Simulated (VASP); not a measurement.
**BaS: single point with PBE**

Crystal: BaS.

```
Ba S
1.0
     0.00000    3.21382    3.21382
     3.21382    0.00000    3.21382
     3.21382    3.21382    0.00000
Ba S
1 1
Direct
  0.00000 0.00000 0.00000
  0.50000 0.50000 0.50000
```

```yaml
Program: VASP 6.6.1
Task: single point
Functional: PBE
Potentials_or_basis: VASP PAW PBE potentials, release 64 (Ba_sv, S)
Cutoff: 520 eV
k_mesh: 8 × 8 × 8
Occupations: gaussian, width 0.02 eV
Spin: no spin polarisation
Dipole_correction: no
Further_INCAR_settings: ALGO = Normal; EDIFF = 1e-07; NBANDS = 15
```

```yaml
Pressure: 0.6 GPa
Band_gap_on_the_k_mesh: 2.14 eV (least direct gap 2.28 eV)
```

Levels at points of the mesh, in eV from the valence-band top:
```csv
k point,band 4,band 5,band 6,band 7,band 8,band 9,band 10,band 11,band 12,band 13
"(0.00, 0.00, 0.00)",-11.19,-10.33,0.00,0.00,0.00,3.51,3.87,3.87,3.87,4.77
"(0.50, 0.00, 0.00)",-11.23,-9.17,-1.90,-1.05,-1.05,5.48,5.63,6.24,6.24,8.79
"(0.50, 0.50, 0.00)",-11.37,-10.24,-0.54,-0.15,-0.15,2.14,5.89,5.91,7.39,7.39
```

Wall time 52 s on 1 thread of Intel(R) Xeon(R) Platinum 8488C (Sapphire Rapids), on a shared host, peak memory 0.21 GiB.

Caveat: spin-orbit coupling is left out, which moves the levels of the heavy elements. A k mesh can miss the band edges.
